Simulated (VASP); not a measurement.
Wanted: the native input for a VASP 6.6.1 run.

| Property | Result |
| --- | --- |
| Task | single point |
| Functional | PBE |
| Potentials or basis | VASP PAW PBE potentials, release 64 (Ir) |
| Cutoff | 520 eV |
| k mesh | 22 × 22 × 22 |
| Occupations | gaussian, width 0.15 eV |
| Spin | no spin polarisation |
| Dipole correction | no |
| Further INCAR settings | ALGO = Normal; EDIFF = 1e-06; NBANDS = 10 |

The structure of Ir lies in POSCAR:

```
Ir
1.0
    0.0000000000      1.8858543994      2.2007920841
    1.8858543994      0.0000000000      2.2007920841
    1.8858543994      1.8858543994      0.0000000000
Ir
1
Direct
    0.0000000000      0.0000000000      0.0000000000
```

These files were run (other wordings do the same):

INCAR

```
SYSTEM = Ir
PREC = Accurate ; ENCUT = 520
EDIFF = 1E-6 ; ISMEAR = 0
SIGMA = 0.15 ; LREAL = .False.
LASPH = .True. ; NELM = 60
ALGO = Normal ; ISIF = 2
LWAVE = .False. ; LCHARG = .False.
GGA = PE ; NBANDS = 10
```

KPOINTS

```
regular mesh
0
Gamma
  22 22 22
  0 0 0
```

Potentials or basis: VASP PAW PBE potentials, release 64 (Ir).

The run is started by

```sh
$ cat potpaw_PBE.64/Ir/POTCAR > POTCAR
$ mpirun -np 1 vasp_std > vasp.out
```

It gave:

```yaml
Pressure: -16.5 GPa
Band_gap_on_the_k_mesh: zero (an odd number of electrons rules out a gap without spin polarisation)
```

Caveat: the cell stands under tension; spin-orbit coupling is left out, which moves the levels of the heavy elements.

Run time: 73 s on 1 thread of Intel(R) Xeon(R) Platinum 8559C (Emerald Rapids), on a shared host, peak memory 0.25 GiB.
